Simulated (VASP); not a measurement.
# BaO (Fm-3m) in VASP: further runs, part 2 of 2

VASP 6.6.1.

**3. Single point, LDA**

Contents of INCAR:

```
SYSTEM = BaO
PREC = Accurate
ENCUT = 520
EDIFF = 1E-6
ISMEAR = -1
SIGMA = 0.02
LREAL = .False.
LASPH = .True.
NELM = 120
ALGO = Normal
ISIF = 2
LWAVE = .False.
LCHARG = .True.
GGA = CA
LELF = .True.
LVHAR = .True.
NBANDS = 15
GGA_COMPAT = .False.
```

Contents of KPOINTS:

```
Automatic mesh
0
Gamma
  7 7 7
  0 0 0
```

Contents of POSCAR:

```
BaO
1.0
    0.0000000000      2.7500000000      2.7500000000
    2.7500000000      0.0000000000      2.7500000000
    2.7500000000      2.7500000000      0.0000000000
Ba O
1 1
Direct
    0.0000000000      0.0000000000      0.0000000000
    1.5000000000      0.5000000000      0.5000000000
```

Potentials or basis: VASP PAW LDA potentials, release 64 (Ba_sv, O).

Run with:

```bash
> cat potpaw_LDA.64/Ba_sv/POTCAR potpaw_LDA.64/O/POTCAR > POTCAR
> mpirun -np 1 vasp_std > vasp.out
```

OUTCAR:

```text
SYSTEM = BaO
   PREC = Accurate
   ENCUT = 520
   EDIFF = 1E-6
   ISMEAR = -1
   LREAL = .False.
   LASPH = .True.
   NELM = 120
   ISIF = 2
   GGA = CA

 ion  position               nearest neighbor table
   1  0.000  0.000  0.000-   2 2.75   2 2.75   2 2.75   2 2.75   2 2.75   2 2.75
   2  0.500  0.500  0.500-   1 2.75   1 2.75   1 2.75   1 2.75   1 2.75   1 2.75

  LATTYP: Found a face centered cubic cell.
 ALAT       =     5.5000000000

  Lattice vectors:

 A1 = (   0.0000000000,   2.7500000000,   2.7500000000)
 A2 = (   2.7500000000,   0.0000000000,   2.7500000000)
 A3 = (   2.7500000000,   2.7500000000,   0.0000000000)

Analysis of symmetry for initial positions (statically):
=====================================================================
 Subroutine PRICEL returns:
 Original cell was already a primitive cell.

 Routine SETGRP: Setting up the symmetry group for a
 face centered cubic supercell.

 Subroutine GETGRP returns: Found 48 space group operations
 (whereof 48 operations were pure point group operations)
 out of a pool of 48 trial point group operations.

The static configuration has the point symmetry O_h .

Analysis of symmetry for dynamics (positions and initial velocities):
=====================================================================
 Subroutine PRICEL returns:
 Original cell was already a primitive cell.

 Routine SETGRP: Setting up the symmetry group for a
 face centered cubic supercell.

 Subroutine GETGRP returns: Found 48 space group operations
 (whereof 48 operations were pure point group operations)
 out of a pool of 48 trial point group operations.

The dynamic configuration has the point symmetry O_h .

 Subroutine INISYM returns: Found 48 space group operations
 (whereof 48 operations are pure point group operations),
 and found     1 'primitive' translations

----------------------------------------------------------------------------------------

                                     Primitive cell
[... 115 lines left out ...]
   LEPSILON=     F    determine dielectric tensor
   LRPA    =     F    only Hartree local field effects (RPA)
 non-spin polarized calculation
  energy-cutoff  :      520.00
  volume of cell :       41.59
 maximum number of plane-waves:      1139
 NGX is ok and might be reduce to    30
   NGX = 15   NGY = 15   NGZ = 15

 number of electron      15.9999996 magnetization

 Free energy of the ion-electron system (eV)
  ---------------------------------------------------
  ext. energy  EPLUGINS =         0.00000000
  ---------------------------------------------------
  free energy    TOTEN  =       -13.10967005 eV

  energy without entropy =      -13.10967005  energy(sigma->0) =      -13.10967005

 E-fermi :   2.1659     XC(G=0): -10.1658

 val. band max:        1.6331296567   @ k =  -0.4286   0.4286   0.0000
 cond. band min:       3.5222996443   @ k =   0.4286   0.4286   0.0000
 fundamental gap:      1.8891699876
 Fermi energy:         2.1658539374

 k-point     1 :       0.0000    0.0000    0.0000
  band No.  band energies     occupation
      1     -24.0679      2.00000
      2     -13.0702      2.00000
      3      -8.5370      2.00000
      4      -8.5370      2.00000
      5      -8.5370      2.00000
      6       1.2675      2.00000
      7       1.2676      2.00000
      8       1.2676      2.00000
      9       5.1007      0.00000
     10       6.2734      0.00000
     11       6.2734      0.00000
     12       6.2734      0.00000
     13       8.6423      0.00000
     14       8.6423      0.00000
[... 329 lines left out ...]
      2     -13.5372      2.00000
      3      -9.7830      2.00000
      4      -9.4622      2.00000
      5      -8.6428      2.00000
      6       0.2508      2.00000
      7       1.1784      2.00000
      8       1.4712      2.00000
      9       5.7269      0.00000
     10       6.8778      0.00000
     11       8.7853      0.00000
     12      10.9963      0.00000
     13      11.5492      0.00000
     14      13.2827      0.00000
     15      15.1932      0.00000

------------------------ aborting loop because EDIFF is reached ----------------------------------------

  FORCE on cell =-STRESS in cart. coord.  units (eV):
  Direction    XX          YY          ZZ          XY          YZ          ZX
  --------------------------------------------------------------------------------------
  -------------------------------------------------------------------------------------
  Total       -0.2309914     -0.2309914     -0.2309914     -0.0000000      0.0000000     -0.0000000
  in kB       -8.8977103     -8.8977103     -8.8977103     -0.0000000      0.0000000     -0.0000000
  external PRESSURE =      -8.8977103 kB  Pullay stress =       0.0000000 kB

 VOLUME and BASIS-vectors are now :
 -----------------------------------------------------------------------------
  energy-cutoff  :      520.00
  volume of cell :       41.59
      direct lattice vectors                 reciprocal lattice vectors
     0.000000000  2.750000000  2.750000000    -0.181818182  0.181818182  0.181818182
     2.750000000  0.000000000  2.750000000     0.181818182 -0.181818182  0.181818182
     2.750000000  2.750000000  0.000000000     0.181818182  0.181818182 -0.181818182

 POSITION                                       TOTAL-FORCE (eV/Angst)
 -----------------------------------------------------------------------------------
      0.00000      0.00000      0.00000        -0.000000      0.000000     -0.000000
      2.75000      2.75000      2.75000         0.000000     -0.000000      0.000000
 -----------------------------------------------------------------------------------
    total drift:                                0.000000      0.000000      0.000000

  FREE ENERGIE OF THE ION-ELECTRON SYSTEM (eV)
  ---------------------------------------------------
  free  energy   TOTEN  =       -13.1096700480 eV

  energy  without entropy=      -13.1096700480  energy(sigma->0) =      -13.10967005
```

OSZICAR:

```text
N       E                     dE             d eps       ncg     rms          rms(c)
DAV:   1     0.779381390523E+02    0.77938E+02   -0.78913E+03   600   0.996E+02
DAV:   2    -0.120316511537E+02   -0.89970E+02   -0.82417E+02   885   0.206E+02
DAV:   3    -0.156441494932E+02   -0.36125E+01   -0.35953E+01   742   0.403E+01
DAV:   4    -0.156871755467E+02   -0.43026E-01   -0.43023E-01   756   0.444E+00
DAV:   5    -0.156879569407E+02   -0.78139E-03   -0.78139E-03   726   0.514E-01    0.948E+00
DAV:   6    -0.134489529713E+02    0.22390E+01   -0.83996E+00   614   0.218E+01    0.646E+00
DAV:   7    -0.131740507584E+02    0.27490E+00   -0.70976E-01   677   0.638E+00    0.229E+00
DAV:   8    -0.131117672058E+02    0.62284E-01   -0.10674E-01   747   0.299E+00    0.588E-01
DAV:   9    -0.131096284690E+02    0.21387E-02   -0.96265E-03   726   0.842E-01    0.189E-01
DAV:  10    -0.131096995202E+02   -0.71051E-04   -0.11878E-03   642   0.279E-01    0.683E-02
DAV:  11    -0.131096798523E+02    0.19668E-04   -0.17061E-04   663   0.120E-01    0.320E-02
DAV:  12    -0.131096701473E+02    0.97050E-05   -0.83238E-06   712   0.280E-02    0.329E-03
DAV:  13    -0.131096700480E+02    0.99334E-07   -0.67326E-07   427   0.582E-03
   1 F= -.13109670E+02 E0= -.13109670E+02  d E =-.104704E-12
```

Wall time 22 s (1 thread of Intel Xeon 8259CL, shared host); peak memory 0.15 GiB.

Results:

```
Free energy            : -13.1097 eV
Pressure               : -0.9 GPa
Band gap on the k mesh : 1.89 eV, indirect (least direct gap 2.06 eV)
```

Levels at points of the mesh, in eV from the valence-band top:
| k point | band 4 | band 5 | band 6 | band 7 | band 8 | band 9 | band 10 | band 11 | band 12 | band 13 |
| --- | --- | --- | --- | --- | --- | --- | --- | --- | --- | --- |
| (0.00, 0.00, 0.00) | -10.17 | -10.17 | -0.37 | -0.37 | -0.37 | 3.47 | 4.64 | 4.64 | 4.64 | 7.01 |

Caveat: spin-orbit coupling is left out, which moves the levels of the heavy elements. A k mesh can miss the band edges.

**4. Single point, LDA**

Contents of INCAR:

```
SYSTEM = BaO
PREC = Accurate ; ENCUT = 520
EDIFF = 1E-6 ; ISMEAR = -1
SIGMA = 0.02 ; LREAL = .False.
LASPH = .True. ; NELM = 120
ALGO = Normal ; ISIF = 2
LWAVE = .False. ; LCHARG = .True.
LELF = .True. ; LVHAR = .True.
NBANDS = 15 ; GGA_COMPAT = .False.
```

Contents of KPOINTS:

```
regular mesh
0
Gamma
  7 7 7
  0 0 0
```

POSCAR is that of step 3.

Run with:

```bash
> cat potpaw_LDA.64/Ba_sv/POTCAR potpaw_LDA.64/O/POTCAR > POTCAR
> mpirun -np 1 vasp_std > vasp.out
```

Wall time 22 s (1 thread of Intel Xeon 8259CL, shared host); peak memory 0.15 GiB.

The run converged. Its results:

```yaml
Free_energy: -13.1097 eV
Pressure: -0.9 GPa
Band_gap_on_the_k_mesh: 1.89 eV, indirect (least direct gap 2.06 eV)
```

Levels at points of the mesh, in eV from the valence-band top:
| k point | band 6 | band 7 | band 8 | band 9 | band 10 | band 11 |
| --- | --- | --- | --- | --- | --- | --- |
| (0.00, 0.00, 0.00) | -0.37 | -0.37 | -0.37 | 3.47 | 4.64 | 4.64 |

Caveat: spin-orbit coupling is left out, which moves the levels of the heavy elements.
